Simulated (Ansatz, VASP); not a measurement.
**Two plane-wave programs on Li2Se**

```xyz
3
Lattice="0.0000 3.0032 3.0032 3.0032 0.0000 3.0032 3.0032 3.0032 0.0000" Properties=species:S:1:pos:R:3 pbc="T T T"
Li    1.5016    1.5016    1.5016
Li    4.5048    4.5048    4.5048
Se    0.0000    0.0000    0.0000
```

Alike in both runs: task single point; functional PBE; k mesh 10 × 10 × 10; occupations gaussian, width 0.05 eV; no spin polarisation.

|  | VASP | Ansatz |
| --- | --- | --- |
| version | VASP 6.6.1 | Ansatz 0.2.0 |
| potentials or method | VASP PAW PBE potentials, release 64 (Li_sv, Se), cutoff 750 eV | scalar-relativistic, plane waves, PAW |
| valence electrons in the cell | 12 | 22 |

Ansatz gave:

- gap on the k mesh at the Fermi level (eV): 2.98
- least direct gap on the mesh (eV): 3.38
- pressure (GPa): 0.0

Estimate VASP's values.

gap on the k mesh at the Fermi level (eV): 2.98; least direct gap on the mesh (eV): 3.38; pressure (GPa): -0.1.

VASP's potentials hold 12 valence electrons a cell and Ansatz's 22, so a difference there can come from the potentials and not from the codes.
